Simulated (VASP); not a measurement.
# AlN (P6_3mc) in VASP: settings compared, part 2 of 2

VASP 6.6.1.

### 4 Single point, LDA

This run uses another cell than the first one, of 10.21 Å³/atom.

INCAR

```
SYSTEM = AlN
PREC = Accurate
ENCUT = 520
EDIFF = 1E-7
ISMEAR = -1
SIGMA = 0.05
LREAL = .FALSE.
LASPH = .TRUE.
NELM = 100
ALGO = Normal
ISIF = 2
LWAVE = .FALSE.
LCHARG = .FALSE.
GGA = CA
NBANDS = 16
```

KPOINTS

```
Automatic mesh
0
G
  10 10 6
  0 0 0
```

POSCAR

```
AlN
1.0
    3.0887554821      0.0000000000      0.0000000000
   -1.5443777411      2.6749407136      0.0000000000
    0.0000000000      0.0000000000      4.9432677088
Al N
2 2
Direct
    0.6666666667      0.3333333333      0.4990080690
    0.3333333333      0.6666666667     -0.0009919310
    0.6666666667      0.3333333333      0.8809919310
    0.3333333333      0.6666666667      0.3809919310
```

Potentials or basis: VASP PAW LDA potentials, release 64 (Al, N).

Command:

```console
cat potpaw_LDA.64/Al/POTCAR potpaw_LDA.64/N/POTCAR > POTCAR
mpirun -np 1 vasp_std > vasp.out
```

It took 48 s on 1 thread of Intel Xeon 8259CL, shared host; peak memory 0.15 GiB.

The run converged. Its results:

* Free energy: -32.8411 eV
* Pressure: 0.6 GPa
* Band gap on the k mesh: 4.42 eV

Levels at points of the mesh, in eV from the valence-band top:
```
           k point  band 6  band 7  band 8  band 9  band 10  band 11
(0.00, 0.00, 0.00)   -0.23   -0.23    0.00    4.42     6.73    10.66
(0.50, 0.00, 0.00)   -2.15   -1.84   -0.71    5.72     5.73     8.27
(0.00, 0.00, 0.50)   -0.57   -0.57   -0.57    6.61     6.61    10.32
(0.50, 0.00, 0.50)   -1.51   -1.40   -1.40    5.26     5.26     9.21
```

### 5 Single point, PBEsol

This run uses another cell than the first one, of 10.46 Å³/atom.

INCAR

```
SYSTEM = AlN
PREC = Accurate ; ENCUT = 520
EDIFF = 1E-7 ; ISMEAR = -1
SIGMA = 0.05 ; LREAL = .False.
LASPH = .True. ; NELM = 100
ALGO = Normal ; ISIF = 2
LWAVE = .False. ; LCHARG = .False.
GGA = PS ; NBANDS = 16
```

KPOINTS

```
regular mesh
0
Gamma
  10 10 6
  0 0 0
```

POSCAR

```
AlN
1.0
    3.1137912362      0.0000000000      0.0000000000
   -1.5568956181      2.6966223126      0.0000000000
    0.0000000000      0.0000000000      4.9834288579
Al N
2 2
Direct
    0.6666666667      0.3333333333      0.4990046855
    0.3333333333      0.6666666667     -0.0009953145
    0.6666666667      0.3333333333      0.8809953145
    0.3333333333      0.6666666667      0.3809953145
```

Potentials or basis: VASP PAW PBE potentials, release 64 (Al, N).

Command:

```console
cat potpaw_PBE.64/Al/POTCAR potpaw_PBE.64/N/POTCAR > POTCAR
mpirun -np 1 vasp_std > vasp.out
```

OUTCAR:

```text
SYSTEM = AlN
   PREC = Accurate
   ENCUT = 520
   EDIFF = 1E-7
   ISMEAR = -1
   LREAL = .False.
   LASPH = .True.
   NELM = 100
   ISIF = 2
   GGA = PS

 ion  position               nearest neighbor table
   1  0.667  0.333  0.499-   4 1.89   4 1.89   4 1.89   3 1.90   2 3.07   2 3.07   2 3.07   2 3.07
                             2 3.07   2 3.07
   2  0.333  0.667  0.999-   3 1.89   3 1.89   3 1.89   4 1.90   1 3.07   1 3.07   1 3.07   1 3.07
                             1 3.07   1 3.07
   3  0.667  0.333  0.881-   2 1.89   2 1.89   2 1.89   1 1.90
   4  0.333  0.667  0.381-   1 1.89   1 1.89   1 1.89   2 1.90

  LATTYP: Found a hexagonal cell.
 ALAT       =     3.1137912362
 C/A-ratio  =     1.6004376915

  Lattice vectors:

 A1 = (   3.1137912362,   0.0000000000,   0.0000000000)
 A2 = (  -1.5568956181,   2.6966223126,   0.0000000000)
 A3 = (   0.0000000000,   0.0000000000,   4.9834288579)

Analysis of symmetry for initial positions (statically):
=====================================================================
 Subroutine PRICEL returns:
 Original cell was already a primitive cell.

 Routine SETGRP: Setting up the symmetry group for a
 hexagonal supercell.

 Subroutine GETGRP returns: Found 12 space group operations
 (whereof  6 operations were pure point group operations)
 out of a pool of 24 trial point group operations.

The static configuration has the point symmetry C_3v.
 The point group associated with its full space group is C_6v.

Analysis of symmetry for dynamics (positions and initial velocities):
=====================================================================
 Subroutine PRICEL returns:
 Original cell was already a primitive cell.

 Routine SETGRP: Setting up the symmetry group for a
 hexagonal supercell.

 Subroutine GETGRP returns: Found 12 space group operations
 (whereof  6 operations were pure point group operations)
 out of a pool of 24 trial point group operations.

The dynamic configuration has the point symmetry C_3v.
 The point group associated with its full space group is C_6v.
[... 125 lines left out ...]
  Fermi-wavevector in a.u.,A,eV,Ry     =   1.188235  2.245438 19.210086  1.411901
  Thomas-Fermi vector in A             =   2.324369
   LORBIT       =      0    0 simple, 1 ext, 2 COOP (PROOUT), +10 PAW based schemes
   GGA     = PS    functional components
   LHFCALC =     F    Hartree Fock is set to
   AEXX    =    0.0000 exact exchange contribution
   IVDW    =     0    specifies the selected vdW correction
   LEPSILON=     F    determine dielectric tensor
   LRPA    =     F    only Hartree local field effects (RPA)
 non-spin polarized calculation
  energy-cutoff  :      520.00
  volume of cell :       41.84
 maximum number of plane-waves:      1142
 NGX is ok and might be reduce to    24
   NGX = 11   NGY = 11   NGZ = 19

 number of electron      15.9999997 magnetization

 Free energy of the ion-electron system (eV)
  ---------------------------------------------------
  ext. energy  EPLUGINS =         0.00000000
  ---------------------------------------------------
  free energy    TOTEN  =       -31.31242127 eV

  energy without entropy =      -31.31242127  energy(sigma->0) =      -31.31242127

 E-fermi :   7.0054     XC(G=0): -11.0994

 val. band max:        6.0509443115   @ k =   0.0000   0.0000   0.0000
 cond. band min:      10.1622581770   @ k =   0.0000   0.0000   0.0000
 fundamental gap:      4.1113138656
 Fermi energy:         7.0053783591

 k-point     1 :       0.0000    0.0000    0.0000
  band No.  band energies     occupation
      1      -9.1108      2.00000
      2      -6.9310      2.00000
      3       0.0008      2.00000
      4       5.1724      2.00000
      5       5.1724      2.00000
      6       5.8267      2.00000
[... 433 lines left out ...]
      3       0.5878      2.00000
      4       1.6126      2.00000
      5       2.9506      2.00000
      6       3.7315      2.00000
[... 8 lines left out ...]
     15      18.5282      0.00000
     16      20.8298      0.00000

 [... further k-points ...]

------------------------ aborting loop because EDIFF is reached ----------------------------------------

  FORCE on cell =-STRESS in cart. coord.  units (eV):
  Direction    XX          YY          ZZ          XY          YZ          ZX
  --------------------------------------------------------------------------------------
  -------------------------------------------------------------------------------------
  Total       -0.0054223     -0.0054223     -0.0011713      0.0000000      0.0000000      0.0000000
  in kB       -0.2076140     -0.2076140     -0.0448483      0.0000000      0.0000000      0.0000000
  external PRESSURE =      -0.1533588 kB  Pullay stress =       0.0000000 kB

 VOLUME and BASIS-vectors are now :
 -----------------------------------------------------------------------------
  energy-cutoff  :      520.00
  volume of cell :       41.84
      direct lattice vectors                 reciprocal lattice vectors
     3.113791236  0.000000000  0.000000000     0.321151909  0.185417141  0.000000000
    -1.556895618  2.696622313  0.000000000     0.000000000  0.370834282  0.000000000
     0.000000000  0.000000000  4.983428858     0.000000000  0.000000000  0.200665050

 POSITION                                       TOTAL-FORCE (eV/Angst)
 -----------------------------------------------------------------------------------
      1.55690      0.89887      2.48675        -0.000000      0.000000     -0.000255
     -0.00000      1.79775      4.97847         0.000000      0.000000     -0.000255
      1.55690      0.89887      4.39038         0.000000      0.000000      0.000255
     -0.00000      1.79775      1.89866         0.000000      0.000000      0.000255
 -----------------------------------------------------------------------------------
    total drift:                               -0.000000      0.000000      0.000413

  FREE ENERGIE OF THE ION-ELECTRON SYSTEM (eV)
  ---------------------------------------------------
  free  energy   TOTEN  =       -31.3124212721 eV

  energy  without entropy=      -31.3124212721  energy(sigma->0) =      -31.31242127
```

stdout:

```text
POSCAR found type information on POSCAR AlN
 POSCAR found :  2 types and       4 ions
 scaLAPACK will be used
 -----------------------------------------------------------------------------
|                                                                             |
|                                                                             |
|     You enforced a specific xc type in the INCAR file but a different       |
|     I HOPE YOU KNOW WHAT YOU ARE DOING!                                     |
|                                                                             |
 -----------------------------------------------------------------------------

 LDA part: xc-table for (Slater+PW92), standard interpolation
 POSCAR, INCAR and KPOINTS ok, starting setup
 FFT: planning ... GRIDC
 FFT: planning ... GRID_SOFT
 FFT: planning ... GRID
 WAVECAR not read
 entering main loop
```

Run time: 50 s. Hardware: 1 thread of Intel Xeon 8259CL, shared host; peak memory 0.17 GiB.

What came out:

| Quantity | Value |
| --- | --- |
| Free energy | -31.3124 eV |
| Pressure | 0.0 GPa |
| Band gap on the k mesh | 4.11 eV |

Caveat: the PAW data sets were made with another functional, which shifts forces and pressure a little.

### 6 The runs side by side

```tsv
level	potentials or basis	cell	gap on the mesh (eV)	pressure (GPa)	largest force (eV/Å)
PBEsol	VASP PAW PBE potentials, release 64 (Al, N)	a = 3.134, b = 3.134, c = 5.014 Å, angles 90.0, 90.0, 120.0°, 4 atoms	3.98	-3.6	0.12
PBEsol	VASP PAW PBE potentials, release 64 (Al, N)	a = 3.154, b = 3.154, c = 5.047 Å, angles 90.0, 90.0, 120.0°, 4 atoms	3.81	-7.2	0.10
LDA	VASP PAW LDA potentials, release 64 (Al, N)	a = 3.089, b = 3.089, c = 4.943 Å, angles 90.0, 90.0, 120.0°, 4 atoms	4.42	0.6	-
PBEsol	VASP PAW PBE potentials, release 64 (Al, N)	a = 3.114, b = 3.114, c = 4.983 Å, angles 90.0, 90.0, 120.0°, 4 atoms	4.11	0.0	-
```

Alike in all rows: task single point; no spin polarisation; k mesh 10 × 10 × 6; cutoff (eV) 520; smearing fermi-dirac 0.05 eV.

Caveats: the PAW data sets were made with another functional, which shifts forces and pressure a little (at least some runs); the cell stands under tension (at least some runs).

Absolute energies hang on the potentials; compare differences alone.

### 7 Against experiment

Step 4. A measured gap of AlN is 6.0343 eV (an exciton energy, a little under the gap; 0 K; quoted in “Structural and optical properties of self-assembled AlN nanowires grown on SiO2/Si substrates by molecular beam epitaxy”, 2024, arxiv:2402.00216); the calculated 4.42 eV misses it by -1.61 eV. 2 values of this kind are on record (6.034 to 6.0343 eV); this one was drawn at random. The value is that of LDA on a finite k mesh, which can miss the band edges, without temperature or zero-point motion. Semilocal functionals fall short of measured gaps as a rule.

Step 5. A measured gap of AlN is 6.0343 eV (an exciton energy, a little under the gap; 0 K; quoted in “Structural and optical properties of self-assembled AlN nanowires grown on SiO2/Si substrates by molecular beam epitaxy”, 2024, arxiv:2402.00216); the calculated 4.11 eV misses it by -1.92 eV. 2 values of this kind are on record (6.034 to 6.0343 eV); this one was drawn at random. The value is that of PBEsol on a finite k mesh, which can miss the band edges, without temperature or zero-point motion. Semilocal functionals fall short of measured gaps as a rule.
